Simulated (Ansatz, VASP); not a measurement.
# Ti: VASP beside Ansatz

```
Ti
1.0
     2.73781    0.00000    0.00000
    -1.36890    2.37101    0.00000
     0.00000    0.00000    8.77363
Ti
4
Direct
  0.00000 0.00000 0.00000
  0.00000 0.00000 0.50000
  0.33333 0.66667 0.25000
  0.66667 0.33333 0.75000
```

Alike in both runs: task single point; functional LDA; k mesh 14 × 14 × 4; occupations fermi-dirac, width 0.1 eV; no spin polarisation.

|  | VASP | Ansatz |
| --- | --- | --- |
| version | VASP 6.6.1 | Ansatz 0.2.0 |
| potentials or method | VASP PAW LDA potentials, release 64 (Ti_sv), cutoff 520 eV | plane waves (420 eV) with PAW, scalar-relativistic |
| valence electrons in the cell | 48 | 48 |

```tsv
	VASP	Ansatz	Ansatz less VASP
pressure (GPa)	19.1	19.5	+0.41
traceless stress, the component that is largest in VASP (GPa)	0.72	0.68	-0.034
```

Ansatz warns that its potentials were made for another functional, while VASP's fit it. LDA's correlation is that of Perdew and Zunger in VASP and of Perdew and Wang (1992) in Ansatz.
